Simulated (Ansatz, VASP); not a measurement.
# Two plane-wave programs on BN

```
B N
1.0
     2.76207    0.00000    0.00000
    -1.38104    2.15498    0.00000
     0.00000    0.00000    6.73365
B N
2 2
Direct
  0.35471 0.70942 0.25000
  0.64529 0.29058 0.75000
  0.30820 0.61639 0.75000
  0.69180 0.38361 0.25000
```

Change from the starting cell: normal strain along x +0.1100, normal strain along z +0.0367.

Alike in both runs: functional LDA; k mesh 12 × 12 × 4; occupations gaussian, width 0.05 eV; no spin polarisation.

Ansatz relaxed the structure, and its values are those at the end. VASP's run is a single point on that final structure, the one shown.

|  | VASP | Ansatz |
| --- | --- | --- |
| version | VASP 6.6.1 | Ansatz 0.2.0 |
| potentials or method | VASP PAW LDA potentials, release 64 (B, N), cutoff 520 eV | scalar-relativistic, plane waves, PAW |
| valence electrons in the cell | 16 | 16 |

|  | VASP | Ansatz | Ansatz less VASP |
| --- | --- | --- | --- |
| gap on the k mesh at the Fermi level (eV) | 3.58 | 3.59 | +0.009 |
| least direct gap on the mesh (eV) | 3.79 | 3.80 | +0.009 |
| pressure (GPa) | -29.1 | -29.5 | -0.40 |
| rms of the force components (eV/Å) | 0.010 | 0.000 | -0.0093 |

Ansatz warns that its potentials were made for another functional, while VASP's fit it. LDA's correlation is that of Perdew and Zunger in VASP and of Perdew and Wang (1992) in Ansatz. Both programs put the cell under strong tension, so it lies far from rest at this level. Ansatz's warnings: stress scf threshold loose.
